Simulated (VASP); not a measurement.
A run of VASP 6.6.1:

Contents of INCAR:

```
SYSTEM = GaN
PREC = Accurate
ENCUT = 520
EDIFF = 1E-6
ISMEAR = 0
SIGMA = 0.01
LREAL = .False.
LASPH = .True.
NELM = 80
ALGO = Normal
ISIF = 2
LWAVE = .False.
LCHARG = .False.
GGA = PS
NBANDS = 26
```

The input KPOINTS:

```
regular mesh
0
Gamma
  8 8 6
  0 0 0
```

POSCAR

```
GaN
1.0
    3.1900000000      0.0000000000      0.0000000000
   -1.5950000000      2.7626210381      0.0000000000
    0.0000000000      0.0000000000      5.1795846876
Ga N
2 2
Direct
    0.3333333333      0.6666666667     -0.0001369521
    0.6666666667      0.3333333333      0.4998630479
    0.3333333333      0.6666666667      0.3771369521
    0.6666666667      0.3333333333      0.8771369521
```

Potentials or basis: VASP PAW PBE potentials, release 64 (Ga_d, N).

Command:

```sh
$ cat potpaw_PBE.64/Ga_d/POTCAR potpaw_PBE.64/N/POTCAR > POTCAR
$ mpirun -np 1 vasp_std > vasp.out
```

Hardware: 1 thread of Intel(R) Xeon(R) 6975P-C (Granite Rapids) (shared host).

Q: Estimate the wall time of this run.

A: Wall time 17 s on 1 thread of Intel(R) Xeon(R) 6975P-C (Granite Rapids), with other jobs on the host, peak memory 0.17 GiB. Counts: scf iterations 15, k points 40.
